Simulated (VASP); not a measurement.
# MgO (P-4m2) in VASP: notebook

The runs below take MgO through single point, with LDA.

Program: VASP 6.6.1. These are calculated values, not measurements. Logs are shortened: lines on timing, memory, paths and dates and some standing lists are left out, and cuts for length are marked.

### 1 The cell of the first run

It takes space group P-4m2 (No. 115, tetragonal). Conventional cell: a = 5.523 Å, b = 5.523 Å, c = 5.523 Å, α = 90.00°, β = 90.00°, γ = 90.00°. Within 2.6 Å of Mg (site symmetry m) lie 4 O at 1.93 to 1.97 Å. Within 2.5 Å of Mg (site symmetry -4m2) lie 4 O at 1.88 Å. Within 2.8 Å of Mg (site symmetry -4m2) lie 4 O at 2.02 Å and 2 Mg at 2.76 Å. O (site symmetry m) has 4 Mg at 1.88 to 2.02 Å within 2.5 Å. Within 2.6 Å of O (site symmetry -4m2) lie 4 Mg at 1.97 Å. O (site symmetry -4m2) has 4 Mg at 1.93 Å within 2.6 Å.

### 2 Single point, LDA (atoms displaced along a vibrational mode)

Contents of INCAR:

```
SYSTEM = MgO
PREC = Accurate ; ENCUT = 520
EDIFF = 1E-6 ; ISMEAR = 0
SIGMA = 0.05 ; LREAL = .FALSE.
LASPH = .TRUE. ; NELM = 100
ALGO = Normal ; ISIF = 2
LWAVE = .FALSE. ; LCHARG = .FALSE.
GGA = CA ; NBANDS = 36
```

Contents of KPOINTS:

```
Automatic mesh
0
G
  4 4 4
  0 0 0
```

Contents of POSCAR:

```
MgO
1.0
    5.5230736673      0.0000000000      0.0000000000
    0.0000000000      5.5230736673      0.0000000000
    0.0000000000      0.0000000000      5.5230736673
Mg O
6 6
Direct
    0.2500000000      0.0054046255      0.5000000000
    0.0000000000      0.4945953745      0.2500000000
    0.5000000000      0.7500000000      0.0000000000
    0.7500000000      0.0054046255      0.5000000000
    0.0000000000      0.4945953745      0.7500000000
    0.5000000000      0.2500000000      0.0000000000
    0.2500000000      0.5176720118      0.0000000000
    0.5000000000     -0.0176720118      0.2500000000
    0.0000000000      0.7500000000      0.5000000000
    0.7500000000      0.5176720118      0.0000000000
    0.5000000000     -0.0176720118      0.7500000000
    0.0000000000      0.2500000000      0.5000000000
```

Potentials or basis: VASP PAW LDA potentials, release 64 (Mg, O).

Started as:

```sh
$ cat potpaw_LDA.64/Mg/POTCAR potpaw_LDA.64/O/POTCAR > POTCAR
$ mpirun -np 1 vasp_std > vasp.out
```

OUTCAR:

```text
SYSTEM = MgO
   PREC = Accurate
   ENCUT = 520
   EDIFF = 1E-6
   ISMEAR = 0
   LREAL = .FALSE.
   LASPH = .TRUE.
   NELM = 100
   ISIF = 2
   GGA = CA

 ion  position               nearest neighbor table
   1  0.250  0.005  0.500-  12 1.93  11 1.96   8 1.96   9 1.97   4 2.76   4 2.76   5 3.33   2 3.33
                             6 3.37   6 3.37   3 3.39   3 3.39   5 3.43   2 3.43
   2  0.000  0.495  0.250-  12 1.93  10 1.96   7 1.96   9 1.97   5 2.76   5 2.76   1 3.33   4 3.33
                             6 3.37   6 3.37   3 3.39   3 3.39   1 3.43   4 3.43
   3  0.500  0.750  0.000-   7 1.88   8 1.88  10 1.88  11 1.88   6 2.76   6 2.76   4 3.39   5 3.39
                             1 3.39   1 3.39   4 3.39   2 3.39   2 3.39   5 3.39
   4  0.750  0.005  0.500-  12 1.93  11 1.96   8 1.96   9 1.97   1 2.76   1 2.76   5 3.33   2 3.33
                             6 3.37   6 3.37   3 3.39   3 3.39   5 3.43   2 3.43
   5  0.000  0.495  0.750-  12 1.93  10 1.96   7 1.96   9 1.97   2 2.76   2 2.76   4 3.33   1 3.33
                             6 3.37   6 3.37   3 3.39   3 3.39   1 3.43   4 3.43
   6  0.500  0.250  0.000-   7 2.02   8 2.02  10 2.02  11 2.02   3 2.76   3 2.76   1 3.37   4 3.37
                             5 3.37   1 3.37   4 3.37   2 3.37   2 3.37   5 3.37
   7  0.250  0.518  0.000-   3 1.88   2 1.96   5 1.96   6 2.02
   8  0.500  0.982  0.250-   3 1.88   1 1.96   4 1.96   6 2.02
   9  0.000  0.750  0.500-   1 1.97   2 1.97   4 1.97   5 1.97
  10  0.750  0.518  0.000-   3 1.88   2 1.96   5 1.96   6 2.02
  11  0.500  0.982  0.750-   3 1.88   1 1.96   4 1.96   6 2.02
  12  0.000  0.250  0.500-   1 1.93   2 1.93   4 1.93   5 1.93

  LATTYP: Found a simple cubic cell.
 ALAT       =     5.5230736673

  Lattice vectors:

 A1 = (   5.5230736673,   0.0000000000,   0.0000000000)
 A2 = (   0.0000000000,   5.5230736673,   0.0000000000)
 A3 = (   0.0000000000,   0.0000000000,   5.5230736673)

Analysis of symmetry for initial positions (statically):
=====================================================================
 Subroutine PRICEL returns:
 Original cell was already a primitive cell.

 Routine SETGRP: Setting up the symmetry group for a
 simple cubic supercell.

 Subroutine GETGRP returns: Found  8 space group operations
 (whereof  4 operations were pure point group operations)
 out of a pool of 48 trial point group operations.

The static configuration has the point symmetry C_2v.
 The point group associated with its full space group is D_2d.

Analysis of symmetry for dynamics (positions and initial velocities):
=====================================================================
 Subroutine PRICEL returns:
 Original cell was already a primitive cell.

 Routine SETGRP: Setting up the symmetry group for a
 simple cubic supercell.

 Subroutine GETGRP returns: Found  8 space group operations
 (whereof  4 operations were pure point group operations)
 out of a pool of 48 trial point group operations.

The dynamic configuration has the point symmetry C_2v.
 The point group associated with its full space group is D_2d.

 Subroutine INISYM returns: Found  8 space group operations
 (whereof  4 operations are pure point group operations),
 and found     1 'primitive' translations

----------------------------------------------------------------------------------------

                                     Primitive cell

  volume of cell :     168.4777

  direct lattice vectors                    reciprocal lattice vectors
     5.523073667  0.000000000  0.000000000     0.181058603  0.000000000  0.000000000
     0.000000000  5.523073667  0.000000000     0.000000000  0.181058603  0.000000000
     0.000000000  0.000000000  5.523073667     0.000000000  0.000000000  0.181058603

  length of vectors
     5.523073667  5.523073667  5.523073667     0.181058603  0.181058603  0.181058603

  position of ions in fractional coordinates (direct lattice)
     0.250000000  0.005404625  0.500000000
     0.000000000  0.494595375  0.250000000
     0.500000000  0.750000000  0.000000000
     0.750000000  0.005404625  0.500000000
     0.000000000  0.494595375  0.750000000
     0.500000000  0.250000000  0.000000000
     0.250000000  0.517672012  0.000000000
     0.500000000  0.982327988  0.250000000
     0.000000000  0.750000000  0.500000000
     0.750000000  0.517672012  0.000000000
     0.500000000  0.982327988  0.750000000
     0.000000000  0.250000000  0.500000000

[... 26 lines left out ...]
     0.045264651  0.000000000  0.000000000     0.250000000  0.000000000  0.000000000
     0.000000000  0.045264651  0.000000000     0.000000000  0.250000000  0.000000000
     0.000000000  0.000000000  0.045264651     0.000000000  0.000000000  0.250000000

  Length of vectors
     0.045264651  0.045264651  0.045264651

  Shift w.r.t. Gamma in fractional coordinates (k-lattice)
     0.000000000  0.000000000  0.000000000

 Subroutine IBZKPT returns following result:
 ===========================================

 Found     18 irreducible k-points:

 Following reciprocal coordinates:
            Coordinates               Weight
  0.000000  0.000000  0.000000      1.000000
  0.250000  0.000000  0.000000      4.000000
  0.000000  0.250000  0.000000      2.000000
  0.500000  0.000000  0.000000      2.000000
  0.000000  0.500000  0.000000      1.000000
  0.250000  0.250000  0.000000      8.000000
[... 10 lines left out ...]
  0.500000  0.250000  0.500000      2.000000
  0.500000  0.500000  0.500000      1.000000
   k-points           NKPTS =     18   k-points in BZ     NKDIM =     18   number of bands    NBANDS=     36
   number of dos      NEDOS =    301   number of ions     NIONS =     12
   total plane-waves  NPLWV =  74088
   dimension x,y,z NGX =    42 NGY =   42 NGZ =   42
   dimension x,y,z NGXF=    84 NGYF=   84 NGZF=   84
   ions per type =               6   6
   NGX,Y,Z   is equivalent  to a cutoff of  12.64, 12.64, 12.64 a.u.
   NGXF,Y,Z  is equivalent  to a cutoff of  25.28, 25.28, 25.28 a.u.
 SYSTEM =  MgO
   PREC   = accura    normal or accurate (medium, high low for compatibility)
   ISTART =      0    job   : 0-new  1-cont  2-samecut
   ICHARG =      2    charge: 1-file 2-atom 10-const
   ISPIN  =      1    spin polarized calculation?
   LNONCOLLINEAR =      F non collinear calculations
   LSORBIT =      F    spin-orbit coupling
   LASPH  =      T    aspherical Exc in radial PAW
   ENCUT  =  520.0 eV  38.22 Ry    6.18 a.u.  10.27 10.27 10.27*2*pi/ulx,y,z
   NELM   =    100;   NELMIN=  2; NELMDL= -5     # of ELM steps
   EDIFF  = 0.1E-05   stopping-criterion for ELM
   LREAL  =      F    real-space projection
   EDIFFG = 0.1E-04   stopping-criterion for IOM
   NSW    =      0    number of steps for IOM
   IBRION =     -1    ionic relax: 0-MD 1-quasi-New 2-CG
   NFREE  =      0    steps in history (QN), initial steepest desc. (CG)
   ISIF   =      2    stress and relaxation
   ISYM   =      2    0-nonsym 1-usesym 2-fastsym
   POTIM  = 0.5000    time-step for ionic-motion
   TEBEG  =    0.0;   TEEND  =   0.0 temperature during run
   PSTRESS=    0.0 pullay stress
   NELECT =      48.0000    total number of electrons
   NUPDOWN=      -1.0000    fix difference up-down
   EMIN   =  10.00;   EMAX   =-10.00  energy-range for DOS
   EFERMI =   0.00;   METHOD = LEGACY
   ISMEAR =     0;   SIGMA  =   0.05  broadening in eV -4-tet -1-fermi 0-gaus
   EFERMI_NEDOS =   21; number of points for ismear=-14 and -15
   IALGO  =     38    algorithm
   IMIX   =      4    mixing-type and parameters
     AMIX     =   0.40;   BMIX     =  1.00
     AMIX_MAG =   1.60;   BMIX_MAG =  1.00
  volume/ion in A,a.u.               =      14.04        94.75
  Fermi-wavevector in a.u.,A,eV,Ry     =   1.077228  2.035666 15.788483  1.160421
  Thomas-Fermi vector in A             =   2.213134
   LORBIT       =      0    0 simple, 1 ext, 2 COOP (PROOUT), +10 PAW based schemes
   GGA     = CA    functional components
   LHFCALC =     F    Hartree Fock is set to
   AEXX    =    0.0000 exact exchange contribution
   IVDW    =     0    specifies the selected vdW correction
   LEPSILON=     F    determine dielectric tensor
   LRPA    =     F    only Hartree local field effects (RPA)
 non-spin polarized calculation
 Gauss-broadening in eV      SIGMA  =   0.05
  energy-cutoff  :      520.00
  volume of cell :      168.48
 maximum number of plane-waves:      4632
 NGX is ok and might be reduce to    42
   NGX = 21   NGY = 21   NGZ = 21

 number of electron      47.9999993 magnetization

 Free energy of the ion-electron system (eV)
  ---------------------------------------------------
  ext. energy  EPLUGINS =         0.00000000
  ---------------------------------------------------
  free energy    TOTEN  =       -77.08901768 eV

  energy without entropy =      -77.08901768  energy(sigma->0) =      -77.08901768

 E-fermi :   0.0351     XC(G=0):  -9.1942

 val. band max:       -0.1934016525   @ k =   0.0000   0.0000   0.0000
 cond. band min:       2.5751926386   @ k =   0.0000   0.0000   0.0000
 fundamental gap:      2.7685942911
 Fermi energy:         0.0350992045

 k-point     1 :       0.0000    0.0000    0.0000
  band No.  band energies     occupation
      1     -16.2080      2.00000
      2     -15.7854      2.00000
      3     -15.6376      2.00000
      4     -15.1559      2.00000
      5     -15.1559      2.00000
      6     -14.9982      2.00000
[... 691 lines left out ...]
     35      11.7143      0.00000
     36      11.7431      0.00000

------------------------ aborting loop because EDIFF is reached ----------------------------------------

  FORCE on cell =-STRESS in cart. coord.  units (eV):
  Direction    XX          YY          ZZ          XY          YZ          ZX
  --------------------------------------------------------------------------------------
  -------------------------------------------------------------------------------------
  Total       -0.3122479     -0.6764551     -0.3122479      0.0000000      0.0000000      0.0000000
  in kB       -2.9693927     -6.4329041     -2.9693927      0.0000000      0.0000000      0.0000000
  external PRESSURE =      -4.1238965 kB  Pullay stress =       0.0000000 kB

 VOLUME and BASIS-vectors are now :
 -----------------------------------------------------------------------------
  energy-cutoff  :      520.00
  volume of cell :      168.48
      direct lattice vectors                 reciprocal lattice vectors
     5.523073667  0.000000000  0.000000000     0.181058603  0.000000000  0.000000000
     0.000000000  5.523073667  0.000000000     0.000000000  0.181058603  0.000000000
     0.000000000  0.000000000  5.523073667     0.000000000  0.000000000  0.181058603

 POSITION                                       TOTAL-FORCE (eV/Angst)
 -----------------------------------------------------------------------------------
      1.38077      0.02985      2.76154         0.043724     -0.875717      0.000000
      0.00000      2.73169      1.38077         0.000000      0.875717     -0.043724
      2.76154      4.14231      0.00000         0.000000      0.000000      0.000000
      4.14231      0.02985      2.76154        -0.043724     -0.875717      0.000000
      0.00000      2.73169      4.14231         0.000000      0.875717      0.043724
      2.76154      1.38077      0.00000         0.000000      0.000000      0.000000
      1.38077      2.85914      0.00000        -0.218300     -1.463025      0.000000
      2.76154      5.42547      1.38077         0.000000      1.463025      0.218300
      0.00000      4.14231      2.76154         0.000000      0.000000      0.000000
      4.14231      2.85914      0.00000         0.218300     -1.463025      0.000000
      2.76154      5.42547      4.14231         0.000000      1.463025     -0.218300
      0.00000      1.38077      2.76154         0.000000      0.000000      0.000000
 -----------------------------------------------------------------------------------
    total drift:                                0.000000      0.000000      0.000000

  FREE ENERGIE OF THE ION-ELECTRON SYSTEM (eV)
  ---------------------------------------------------
  free  energy   TOTEN  =       -77.0890176828 eV

  energy  without entropy=      -77.0890176828  energy(sigma->0) =      -77.08901768
```

Wall time 2.3 min (1 thread of Intel Xeon 8259CL, shared host); peak memory 0.25 GiB.

What came out:

| Property | Result |
| --- | --- |
| Free energy | -77.0890 eV |
| Pressure | -0.4 GPa |
| Largest force | 1.479 eV/Å |
| Band gap on the k mesh | 2.77 eV |

Forces on the atoms (eV/Å):
```
Mg   0.044 -0.876  0.000
Mg   0.000  0.876 -0.044
Mg   0.000  0.000  0.000
Mg  -0.044 -0.876  0.000
Mg   0.000  0.876  0.044
Mg   0.000  0.000  0.000
O   -0.218 -1.463  0.000
O    0.000  1.463  0.218
O    0.000  0.000  0.000
O    0.218 -1.463  0.000
O    0.000  1.463 -0.218
O    0.000  0.000  0.000
```

Caveat: the cell differs from its parent crystal (atoms displaced along a vibrational mode); forces of over 1 eV/Å act on the atoms, so gaps and moduli don't describe the material at rest.

### 3 Single point, LDA (atoms displaced along a vibrational mode)

Contents of INCAR:

```
SYSTEM = MgO
ALGO = Normal ; EDIFF = 1E-6
ENCUT = 520 ; ISIF = 2
ISMEAR = 0 ; LASPH = .True.
LCHARG = .False. ; LREAL = .False.
LWAVE = .False. ; NBANDS = 36
NELM = 100 ; PREC = Accurate
SIGMA = 0.05
```

Contents of KPOINTS:

```
k-points
0
Gamma
  4 4 4
  0 0 0
```

Contents of POSCAR:

```
MgO
1.0
    5.5230736673      0.0000000000      0.0000000000
    0.0000000000      5.5230736673      0.0000000000
    0.0000000000      0.0000000000      5.5230736673
Mg O
6 6
Direct
    0.2500000000     -0.0132897364      0.5000000000
    0.0000000000      0.5132897364      0.2500000000
    0.5000000000      0.7500000000      0.0000000000
    0.7500000000     -0.0132897364      0.5000000000
    0.0000000000      0.5132897364      0.7500000000
    0.5000000000      0.2500000000      0.0000000000
    0.2500000000      0.4811705975      0.0000000000
    0.5000000000      0.0188294025      0.2500000000
    0.0000000000      0.7500000000      0.5000000000
    0.7500000000      0.4811705975      0.0000000000
    0.5000000000      0.0188294025      0.7500000000
    0.0000000000      0.2500000000      0.5000000000
```

Potentials or basis: VASP PAW LDA potentials, release 64 (Mg, O).

Started as:

```sh
$ cat potpaw_LDA.64/Mg/POTCAR potpaw_LDA.64/O/POTCAR > POTCAR
$ mpirun -np 1 vasp_std > vasp.out
```

Wall time 50 s (1 thread of Intel Xeon 6975P-C (Granite Rapids), shared host); peak memory 0.25 GiB.

The run converged. Its results:

```
Free energy            : -76.8331 eV
Pressure               : -0.3 GPa
Largest force          : 1.753 eV/Å
Band gap on the k mesh : 2.66 eV (least direct gap 2.68 eV)
```

Forces in eV/Å, atoms in the order of the input:
```
Mg   0.157  1.595  0.000
Mg   0.000 -1.595 -0.157
Mg   0.000  0.000  0.000
Mg  -0.157  1.595  0.000
Mg   0.000 -1.595  0.157
Mg   0.000  0.000  0.000
O   -0.278  1.731  0.000
O    0.000 -1.731  0.278
O    0.000  0.000  0.000
O    0.278  1.731  0.000
O    0.000 -1.731 -0.278
O    0.000  0.000  0.000
```

Stress tensor (GPa, compression positive):
```
-0.05  0.00  0.00
 0.00 -0.73  0.00
 0.00  0.00 -0.05
```

Levels at points of the mesh, in eV from the valence-band top:
```tsv
k point	band 20	band 21	band 22	band 23	band 24	band 25	band 26	band 27	band 28	band 29
(0.00, 0.00, 0.00)	-0.44	-0.44	-0.04	-0.04	-0.02	2.66	5.60	7.67	7.67	7.94
(0.50, 0.00, 0.00)	-0.81	-0.54	-0.32	-0.05	-0.01	4.51	4.55	7.42	7.45	7.53
(0.00, 0.50, 0.00)	-0.85	-0.45	-0.45	-0.04	-0.04	4.28	4.93	7.09	7.57	7.57
(0.50, 0.50, 0.00)	-0.84	-0.71	-0.54	-0.23	-0.04	5.01	5.41	6.22	6.81	7.71
(0.50, 0.00, 0.50)	-0.92	-0.58	-0.34	-0.34	0.00	5.46	5.46	5.49	6.46	8.50
(0.50, 0.50, 0.50)	-0.92	-0.92	-0.87	-0.48	-0.48	5.85	5.85	6.70	6.78	7.67
```

Caveat: the cell differs from its parent crystal (atoms displaced along a vibrational mode); forces of over 1 eV/Å act on the atoms, so gaps and moduli don't describe the material at rest. A k mesh can miss the band edges.
